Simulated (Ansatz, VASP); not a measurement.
Rh in VASP and in Ansatz

```
Rh
1.0
     2.64905    0.00000    0.00000
    -1.32452    2.29414    0.00000
     0.00000    0.00000    4.36206
Rh
2
Direct
  0.66667 0.33333 0.75000
  0.33333 0.66667 0.25000
```

Change from the starting cell: strain -0.030 along x and y, -0.015 along z, atoms carried along.

Alike in both runs: task single point; functional PBEsol; k mesh 21 × 21 × 12; occupations gaussian, width 0.15 eV; no spin polarisation.

|  | VASP | Ansatz |
| --- | --- | --- |
| version | VASP 6.6.1 | Ansatz 0.2.0 |
| potentials or method | VASP PAW PBE potentials, release 64 (Rh_pv), cutoff 520 eV | scalar-relativistic, plane waves, PAW |
| valence electrons in the cell | 30 | 34 |

```tsv
	VASP	Ansatz	Ansatz less VASP
gap on the k mesh at the Fermi level (eV)	none	none	-
pressure (GPa)	6.9	7.0	+0.10
traceless stress, the component that is largest in VASP (GPa)	-4.27	-4.27	-0.002
```

VASP's potentials were made for PBE, not for PBEsol. A gap of «none» marks a metal or a gap that the smearing closes. With one functional, cell and mesh, what is left measures potentials, basis and numerics. VASP's potentials hold 30 valence electrons a cell and Ansatz's 34, so a difference there can come from the potentials and not from the codes.
